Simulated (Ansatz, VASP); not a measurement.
**Two plane-wave programs on NbSb3**

```
CELL_PARAMETERS angstrom
0.00000 4.34997 0.00000
4.34997 0.00000 0.00000
2.17499 2.17499 -4.99158
ATOMIC_POSITIONS crystal
Sb 0.50000 0.50000 0.00000
Sb 0.75000 0.25000 0.50000
Sb 0.25000 0.75000 0.50000
Nb 0.00000 0.00000 0.00000
```

Alike in both runs: functional PBE; k mesh 8 × 8 × 8; no spin polarisation.

Ansatz relaxed the structure, and its values are those at the end. VASP's run is a single point on that final structure, the one shown.

|  | VASP | Ansatz |
| --- | --- | --- |
| version | VASP 6.6.1 | Ansatz 0.2.0 |
| potentials or method | VASP PAW PBE potentials, release 64 (Sb, Nb_sv), cutoff 520 eV | PAW plane waves |
| occupations | fermi-dirac, width 0.1 eV | fermi-dirac |
| valence electrons in the cell | 28 | 58 |

|  | VASP | Ansatz | Ansatz less VASP |
| --- | --- | --- | --- |
| pressure (GPa) | 0.9 | 0.9 | +0.08 |

VASP's potentials hold 28 valence electrons a cell and Ansatz's 58, so a difference there can come from the potentials and not from the codes. Ansatz's warnings: stress scf threshold loose.

Spin-orbit coupling is off throughout.
